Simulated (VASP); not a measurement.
MnS, 4 atoms in the cell. The structure is hexagonal, space group P6_3mc (No. 186). Conventional cell: a = 3.976 Å, b = 3.976 Å, c = 6.432 Å, α = 90.00°, β = 90.00°, γ = 120.00°. Within 3.2 Å of Mn (site symmetry 3m) lie 4 S at 2.41 to 2.48 Å. S (site symmetry 3m) has 4 Mn at 2.41 to 2.48 Å within 3.2 Å. 

| Quantity | Value |
| --- | --- |
| Program | VASP 6.6.1 |
| Task | single point |
| Functional | PBE |
| Potentials or basis | VASP PAW PBE potentials, release 64 (Mn_sv, S) |
| Cutoff | 600 eV |
| k mesh | 6 × 6 × 3 |
| Occupations | gaussian, width 0.05 eV |
| Spin | no spin polarisation |
| Hubbard terms | Mn d U = 5.0 eV |
| Dipole correction | no |
| Further INCAR settings | ALGO = Normal; EDIFF = 1e-06; NBANDS = 29 |

Potentials or basis: VASP PAW PBE potentials, release 64 (Mn_sv, S).

The run is started by

```console
$ cat potpaw_PBE.64/Mn_sv/POTCAR potpaw_PBE.64/S/POTCAR > POTCAR
$ mpirun -np 1 vasp_std > vasp.out
```

Hardware: 1 thread of Intel(R) Xeon(R) 6975P-C (Granite Rapids) (shared host).

Q: How long does it take, and how much memory?

A: Wall time 34 s on 1 thread of Intel(R) Xeon(R) 6975P-C (Granite Rapids) (shared host), peak memory 0.23 GiB. Counts: scf iterations 19, k points 14.
